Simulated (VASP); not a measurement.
Crystal: MgS.

```
Mg S
1.0
     4.02863    0.00000    0.00000
    -2.01431    3.48889    0.00000
     0.00000    0.00000    6.27883
Mg S
2 2
Cartesian
  0.0000 2.3259 -0.0395
  2.0143 1.1630 3.1000
  0.0000 2.3259 2.3940
  2.0143 1.1630 5.5334
```

This cell differs from its parent crystal: uniaxial z strain -2.7%.

Program: VASP 6.6.1. Alike in all runs: task single point; potentials or basis VASP PAW PBE potentials, release 64 (Mg, S); no spin polarisation; cell as given; cutoff (eV) 520. Hardware: 1 thread of AMD EPYC 9R45 96-Core Processor (Zen 5) (shared host).

Problem. Order these runs on this cell by their wall time, lowest first.
A. level r2SCAN; k mesh 12 × 12 × 4; smearing gaussian 0.01 eV
B. level HSE06; k mesh 6 × 6 × 4; smearing gaussian 0.01 eV; grid for exact exchange (PRECFOCK) Normal; screening parameter 0.2079 1/Å
C. level PBE; k mesh 12 × 12 × 4; smearing fermi-dirac 0.02 eV

Solution. C (34 s), A (160 s), B (1700 s).
